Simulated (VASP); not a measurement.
Write the native input for VASP 6.6.1 that does the following.

```yaml
Task: single point
Functional: PBE
Potentials_or_basis: VASP PAW PBE potentials, release 64 (Ga_d, As)
Cutoff: 520 eV
k_mesh: 2 × 2 × 2
Occupations: fermi-dirac, width 0.002 eV
Spin: no spin polarisation
Dipole_correction: no
Further_INCAR_settings: LREAL = Auto; ALGO = Normal; EDIFF = 1e-06; NBANDS = 92
```

The structure of Ga9As8 (a cell with a defect) lies in POSCAR:

```
Ga9As8
1.0
    0.0000000000      5.7501820000      5.7501820000
    5.7501820000      0.0000000000      5.7501820000
    5.7501820000      5.7501820000      0.0000000000
Ga As
9 8
Direct
   -0.0031216403      0.0973969172     -0.0549286962
   -0.0011999620     -0.1060835987      0.5980158541
   -0.0572416664      0.4960103871      0.0433290633
    0.0422682273      0.5242181900      0.4326036985
    0.4924365872      0.0187994050      0.0366249277
    0.5077926229     -0.0062258899      0.5113229460
    0.5261137821      0.5157662836     -0.0701629966
    0.5089838896      0.4802543641      0.5283397986
    0.2124019727      0.7883141786      0.2294449115
    0.1008489818      0.1341174940      0.1623600783
    0.1280133394      0.1414563922      0.5836684821
    0.1401868671      0.6516837206      0.0491810520
    0.1381260628      0.4967407988      0.6909259568
    0.6541879892      0.1303437004      0.1341696663
    0.6354581472      0.1047966830      0.6440491797
    0.5601300968      0.6508228783      0.1562820099
    0.6654224162      0.6396493189      0.5664342450
```

These files were run (other wordings do the same):

INCAR

```
ALGO = Normal
EDIFF = 1E-6
ENCUT = 520
GGA = PE
ISIF = 2
ISMEAR = -1
LASPH = T
LCHARG = F
LREAL = Auto
LWAVE = F
NBANDS = 92
NELM = 100
PREC = Accurate
SIGMA = 0.002
```

KPOINTS

```
k-points
0
Gamma
  2 2 2
```

Potentials or basis: VASP PAW PBE potentials, release 64 (Ga_d, As).

Launch:

```bash
$ cat potpaw_PBE.64/Ga_d/POTCAR potpaw_PBE.64/As/POTCAR > POTCAR
$ mpirun -np 1 vasp_std > vasp.out
```

Results of the run:

```json
{
  "Pressure": "4.7 GPa",
  "Largest force": "1.793 eV/Å",
  "Band gap on the k mesh": "zero (an odd number of electrons rules out a gap without spin polarisation)"
}
```

Caveat: the k points lie up to 0.47 Å⁻¹ apart, too coarse for converged energies and pressures of a metal; the atoms stand as in a frame of molecular dynamics.

Wall time 4.7 min on 1 thread of Intel(R) Xeon(R) 6975P-C (Granite Rapids), with other jobs on the host, peak memory 0.55 GiB.
